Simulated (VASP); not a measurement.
Input of a VASP 6.6.1 run:

The input INCAR:

```
  ALGO = Normal
  EDIFF = 1E-6
  ENCUT = 520
  GGA = PE
  ISIF = 2
  ISMEAR = 0
  LASPH = True
  LCHARG = True
  LELF = True
  LREAL = False
  LVHAR = True
  LWAVE = False
  NBANDS = 16
  NELM = 60
  PREC = Accurate
  SIGMA = 0.02
```

File KPOINTS:

```
k-points
0
Gamma
  8 8 8
```

The input POSCAR:

```
ZnS
1.0
    0.0000000000      2.6660352436      2.6660352436
    2.6660352436      0.0000000000      2.6660352436
    2.6660352436      2.6660352436      0.0000000000
Zn S
1 1
Direct
    0.2500000000      0.2500000000      0.2500000000
    0.0000000000      0.0000000000      0.0000000000
```

Potentials or basis: VASP PAW PBE potentials, release 64 (Zn, S).

Launch:

```console
$ cat potpaw_PBE.64/Zn/POTCAR potpaw_PBE.64/S/POTCAR > POTCAR
$ mpirun -np 1 vasp_std > vasp.out
```

(1) Predict the band gap on the k mesh.

(2) What does it give for the pressure?

Answers

(1) 2.29 eV, direct.

(2) 5.1 GPa.
